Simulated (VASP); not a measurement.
# AlAs (F-43m) in VASP: single point with PBE

Aim: the single point of AlAs with PBE.

Everything below comes from runs of VASP 6.6.1. Logs are shortened: lines on timing, memory, paths and dates and some standing lists are left out, and cuts for length are marked.

## Step 1: The cell of the first run

The structure is cubic, space group F-43m (No. 216). The conventional cell has a = 5.661 Å, b = 5.661 Å, c = 5.661 Å, α = 90.00°, β = 90.00°, γ = 90.00°. Al (site symmetry -43m) has 4 As at 2.45 Å within 3.2 Å. As (site symmetry -43m) has 4 Al at 2.45 Å within 3.2 Å.

## Step 2: Single point, PBE

File INCAR:

```
SYSTEM = AlAs
  PREC = Accurate
  ENCUT = 500
  EDIFF = 1E-6
  ISMEAR = 0
  SIGMA = 0.01
  LREAL = .False.
  LASPH = .True.
  NELM = 120
  ALGO = Normal
  ISIF = 2
  LWAVE = .False.
  LCHARG = .True.
  GGA = PE
  LELF = .True.
  LVHAR = .True.
  NBANDS = 11
  GGA_COMPAT = .False.
```

File KPOINTS:

```
Automatic mesh
0
Gamma
  8 8 8
  0 0 0
```

File POSCAR:

```
AlAs
1.0
    0.0000000000      2.8304000000      2.8304000000
    2.8304000000      0.0000000000      2.8304000000
    2.8304000000      2.8304000000      0.0000000000
Al As
1 1
Direct
    0.0000000000      0.0000000000      0.0000000000
    0.2500000000      0.2500000000      0.2500000000
```

Potentials or basis: VASP PAW PBE potentials, release 64 (Al, As).

On the command line:

```console
$ cat potpaw_PBE.64/Al/POTCAR potpaw_PBE.64/As/POTCAR > POTCAR
$ mpirun -np 1 vasp_std > vasp.out
```

OUTCAR:

```text
SYSTEM = AlAs
   PREC = Accurate
   ENCUT = 500
   EDIFF = 1E-6
   ISMEAR = 0
   LREAL = .False.
   LASPH = .True.
   NELM = 120
   ISIF = 2
   GGA = PE

 ion  position               nearest neighbor table
   1  0.000  0.000  0.000-   2 2.45   2 2.45   2 2.45   2 2.45
   2  0.250  0.250  0.250-   1 2.45   1 2.45   1 2.45   1 2.45

  LATTYP: Found a face centered cubic cell.
 ALAT       =     5.6608000000

  Lattice vectors:

 A1 = (   0.0000000000,   2.8304000000,   2.8304000000)
 A2 = (   2.8304000000,   0.0000000000,   2.8304000000)
 A3 = (   2.8304000000,   2.8304000000,   0.0000000000)

Analysis of symmetry for initial positions (statically):
=====================================================================
 Subroutine PRICEL returns:
 Original cell was already a primitive cell.

 Routine SETGRP: Setting up the symmetry group for a
 face centered cubic supercell.

 Subroutine GETGRP returns: Found 24 space group operations
 (whereof 24 operations were pure point group operations)
 out of a pool of 48 trial point group operations.

The static configuration has the point symmetry T_d .

Analysis of symmetry for dynamics (positions and initial velocities):
=====================================================================
 Subroutine PRICEL returns:
 Original cell was already a primitive cell.

 Routine SETGRP: Setting up the symmetry group for a
 face centered cubic supercell.

 Subroutine GETGRP returns: Found 24 space group operations
 (whereof 24 operations were pure point group operations)
 out of a pool of 48 trial point group operations.

The dynamic configuration has the point symmetry T_d .

 Subroutine INISYM returns: Found 24 space group operations
 (whereof 24 operations are pure point group operations),
 and found     1 'primitive' translations

----------------------------------------------------------------------------------------

                                     Primitive cell

  volume of cell :      45.3496

  direct lattice vectors                    reciprocal lattice vectors
     0.000000000  2.830400000  2.830400000    -0.176653477  0.176653477  0.176653477
     2.830400000  0.000000000  2.830400000     0.176653477 -0.176653477  0.176653477
     2.830400000  2.830400000  0.000000000     0.176653477  0.176653477 -0.176653477

  length of vectors
     4.002790067  4.002790067  4.002790067     0.305972797  0.305972797  0.305972797

  position of ions in fractional coordinates (direct lattice)
     0.000000000  0.000000000  0.000000000
     0.250000000  0.250000000  0.250000000

  ion indices of the primitive-cell ions
   primitive index   ion index
                 1           1
                 2           2

----------------------------------------------------------------------------------------

 KPOINTS: Automatic mesh

Automatic generation of k-mesh.
 Grid dimensions read from file:
 generate k-points for:    8    8    8

 Generating k-lattice:

  Cartesian coordinates                     Fractional coordinates (reciprocal lattice)
    -0.022081685  0.022081685  0.022081685     0.125000000  0.000000000  0.000000000
     0.022081685 -0.022081685  0.022081685     0.000000000  0.125000000  0.000000000
     0.022081685  0.022081685 -0.022081685     0.000000000  0.000000000  0.125000000

  Length of vectors
     0.038246600  0.038246600  0.038246600

  Shift w.r.t. Gamma in fractional coordinates (k-lattice)
     0.000000000  0.000000000  0.000000000

 Subroutine IBZKPT returns following result:
 ===========================================

 Found     29 irreducible k-points:

 Following reciprocal coordinates:
            Coordinates               Weight
  0.000000  0.000000  0.000000      1.000000
  0.125000  0.000000  0.000000      8.000000
  0.250000  0.000000  0.000000      8.000000
  0.375000  0.000000  0.000000      8.000000
  0.500000  0.000000  0.000000      4.000000
  0.125000  0.125000  0.000000      6.000000
[... 16 lines left out ...]
  0.500000  0.250000  0.125000     48.000000
 -0.375000  0.250000  0.125000     24.000000
 [... further k-points ...]
   k-points           NKPTS =     29   k-points in BZ     NKDIM =     29   number of bands    NBANDS=     11
   number of dos      NEDOS =    301   number of ions     NIONS =      2
   total plane-waves  NPLWV =  27000
   dimension x,y,z NGX =    30 NGY =   30 NGZ =   30
   dimension x,y,z NGXF=    60 NGYF=   60 NGZF=   60
   ions per type =               1   1
   NGX,Y,Z   is equivalent  to a cutoff of  12.46, 12.46, 12.46 a.u.
   NGXF,Y,Z  is equivalent  to a cutoff of  24.92, 24.92, 24.92 a.u.
 SYSTEM =  AlAs
   PREC   = accura    normal or accurate (medium, high low for compatibility)
   ISTART =      0    job   : 0-new  1-cont  2-samecut
   ICHARG =      2    charge: 1-file 2-atom 10-const
   ISPIN  =      1    spin polarized calculation?
   LNONCOLLINEAR =      F non collinear calculations
   LSORBIT =      F    spin-orbit coupling
   LASPH  =      T    aspherical Exc in radial PAW
   ENCUT  =  500.0 eV  36.75 Ry    6.06 a.u.   7.30  7.30  7.30*2*pi/ulx,y,z
   NELM   =    120;   NELMIN=  2; NELMDL= -5     # of ELM steps
   EDIFF  = 0.1E-05   stopping-criterion for ELM
   LREAL  =      F    real-space projection
   EDIFFG = 0.1E-04   stopping-criterion for IOM
   NSW    =      0    number of steps for IOM
   IBRION =     -1    ionic relax: 0-MD 1-quasi-New 2-CG
   NFREE  =      0    steps in history (QN), initial steepest desc. (CG)
   ISIF   =      2    stress and relaxation
   ISYM   =      2    0-nonsym 1-usesym 2-fastsym
   POTIM  = 0.5000    time-step for ionic-motion
   TEBEG  =    0.0;   TEEND  =   0.0 temperature during run
   PSTRESS=    0.0 pullay stress
   NELECT =       8.0000    total number of electrons
   NUPDOWN=      -1.0000    fix difference up-down
   EMIN   =  10.00;   EMAX   =-10.00  energy-range for DOS
   EFERMI =   0.00;   METHOD = LEGACY
   ISMEAR =     0;   SIGMA  =   0.01  broadening in eV -4-tet -1-fermi 0-gaus
   EFERMI_NEDOS =   21; number of points for ismear=-14 and -15
   IALGO  =     38    algorithm
   IMIX   =      4    mixing-type and parameters
     AMIX     =   0.40;   BMIX     =  1.00
     AMIX_MAG =   1.60;   BMIX_MAG =  1.00
  volume/ion in A,a.u.               =      22.67       153.02
  Fermi-wavevector in a.u.,A,eV,Ry     =   0.918150  1.735052 11.469706  0.843000
  Thomas-Fermi vector in A             =   2.043199
   LORBIT       =      0    0 simple, 1 ext, 2 COOP (PROOUT), +10 PAW based schemes
   GGA     = PE    functional components
   LHFCALC =     F    Hartree Fock is set to
   AEXX    =    0.0000 exact exchange contribution
   IVDW    =     0    specifies the selected vdW correction
   LEPSILON=     F    determine dielectric tensor
   LRPA    =     F    only Hartree local field effects (RPA)
 non-spin polarized calculation
 Gauss-broadening in eV      SIGMA  =   0.01
  energy-cutoff  :      500.00
  volume of cell :       45.35
 maximum number of plane-waves:      1174
 NGX is ok and might be reduce to    30
   NGX = 15   NGY = 15   NGZ = 15

 number of electron       8.0000000 magnetization

 Free energy of the ion-electron system (eV)
  ---------------------------------------------------
  ext. energy  EPLUGINS =         0.00000000
  ---------------------------------------------------
  free energy    TOTEN  =        -9.37337492 eV

  energy without entropy =       -9.37337492  energy(sigma->0) =       -9.37337492

 E-fermi :   3.9456     XC(G=0):  -9.0416

 val. band max:        3.8895011362   @ k =   0.0000   0.0000   0.0000
 cond. band min:       5.3241078425   @ k =   0.5000   0.5000   0.0000
 fundamental gap:      1.4346067063
 Fermi energy:         3.9455790075

 k-point     1 :       0.0000    0.0000    0.0000
  band No.  band energies     occupation
      1      -7.9753      2.00000
      2       3.8895      2.00000
      3       3.8895      2.00000
      4       3.8895      2.00000
      5       5.9506      0.00000
      6       8.1766      0.00000
      7       8.1766      0.00000
      8       8.1766      0.00000
      9      12.7603      0.00000
     10      12.9008      0.00000
     11      12.9008      0.00000

 k-point     2 :       0.1250    0.0000    0.0000
  band No.  band energies     occupation
      1      -7.8223      2.00000
      2       2.4638      2.00000
      3       3.7283      2.00000
      4       3.7283      2.00000
      5       6.6911      0.00000
      6       8.4589      0.00000
      7       8.4589      0.00000
      8       8.5868      0.00000
      9      12.2983      0.00000
     10      12.2983      0.00000
     11      13.4803      0.00000

 k-point     3 :       0.2500    0.0000    0.0000
  band No.  band energies     occupation
      1      -7.3977      2.00000
      2       0.5041      2.00000
      3       3.4102      2.00000
      4       3.4102      2.00000
      5       6.5078      0.00000
      6       8.8006      0.00000
      7       8.8006      0.00000
      8      10.3451      0.00000
      9      12.1956      0.00000
     10      12.1956      0.00000
     11      13.2879      0.00000

 k-point     4 :       0.3750    0.0000    0.0000
  band No.  band energies     occupation
      1      -6.8481      2.00000
      2      -1.0459      2.00000
      3       3.1563      2.00000
      4       3.1563      2.00000
      5       6.1627      0.00000
      6       8.6860      0.00000
      7       8.6860      0.00000
      8      11.6051      0.00000
      9      13.4948      0.00000
     10      13.4948      0.00000
     11      13.6326      0.00000
[... 239 lines left out ...]
 k-point    22 :       0.3750    0.2500    0.1250
  band No.  band energies     occupation
      1      -7.0423      2.00000
      2       0.1261      2.00000
      3       1.9348      2.00000
      4       2.9130      2.00000
      5       7.4838      0.00000
      6       8.1694      0.00000
      7       9.1910      0.00000
      8      10.4191      0.00000
      9      12.0691      0.00000
     10      14.3330      0.00000
     11      15.9287      0.00000

 k-point    23 :       0.5000    0.2500    0.1250
  band No.  band energies     occupation
      1      -6.5474      2.00000
      2      -0.8905      2.00000
      3       1.3496      2.00000
      4       2.5306      2.00000
      5       7.5704      0.00000
      6       8.3514      0.00000
      7       9.6782      0.00000
      8      10.7572      0.00000
      9      13.2371      0.00000
     10      14.4454      0.00000
     11      16.0694      0.00000

 k-point    24 :      -0.3750    0.2500    0.1250
  band No.  band energies     occupation
      1      -6.2914      2.00000
      2      -1.3725      2.00000
      3       1.1990      2.00000
      4       2.3471      2.00000
      5       7.5595      0.00000
      6       8.1347      0.00000
      7      10.5704      0.00000
      8      11.5338      0.00000
      9      12.2501      0.00000
     10      14.9028      0.00000
     11      16.1902      0.00000

 [... further k-points ...]

------------------------ aborting loop because EDIFF is reached ----------------------------------------

  FORCE on cell =-STRESS in cart. coord.  units (eV):
  Direction    XX          YY          ZZ          XY          YZ          ZX
  --------------------------------------------------------------------------------------
  -------------------------------------------------------------------------------------
  Total        0.7841599      0.7841599      0.7841599      0.0000000     -0.0000000      0.0000000
  in kB       27.7039553     27.7039553     27.7039553      0.0000000     -0.0000000      0.0000000
  external PRESSURE =      27.7039553 kB  Pullay stress =       0.0000000 kB

 VOLUME and BASIS-vectors are now :
 -----------------------------------------------------------------------------
  energy-cutoff  :      500.00
  volume of cell :       45.35
      direct lattice vectors                 reciprocal lattice vectors
     0.000000000  2.830400000  2.830400000    -0.176653477  0.176653477  0.176653477
     2.830400000  0.000000000  2.830400000     0.176653477 -0.176653477  0.176653477
     2.830400000  2.830400000  0.000000000     0.176653477  0.176653477 -0.176653477

 POSITION                                       TOTAL-FORCE (eV/Angst)
 -----------------------------------------------------------------------------------
      0.00000      0.00000      0.00000        -0.000000     -0.000000     -0.000000
      1.41520      1.41520      1.41520         0.000000      0.000000      0.000000
 -----------------------------------------------------------------------------------
    total drift:                               -0.000000     -0.000000     -0.000000

  FREE ENERGIE OF THE ION-ELECTRON SYSTEM (eV)
  ---------------------------------------------------
  free  energy   TOTEN  =        -9.3733749177 eV

  energy  without entropy=       -9.3733749177  energy(sigma->0) =       -9.37337492
```

Run time: 35 s. Hardware: 1 thread of Intel Xeon 8259CL, shared host; peak memory 0.17 GiB.

Results:

| Item | Value |
| --- | --- |
| Free energy | -9.3734 eV |
| Pressure | 2.8 GPa |
| Band gap on the k mesh | 1.43 eV, indirect (least direct gap 2.06 eV) |

A k mesh can miss the band edges. PBE gaps usually lie below the measured ones, often by a third to a half.
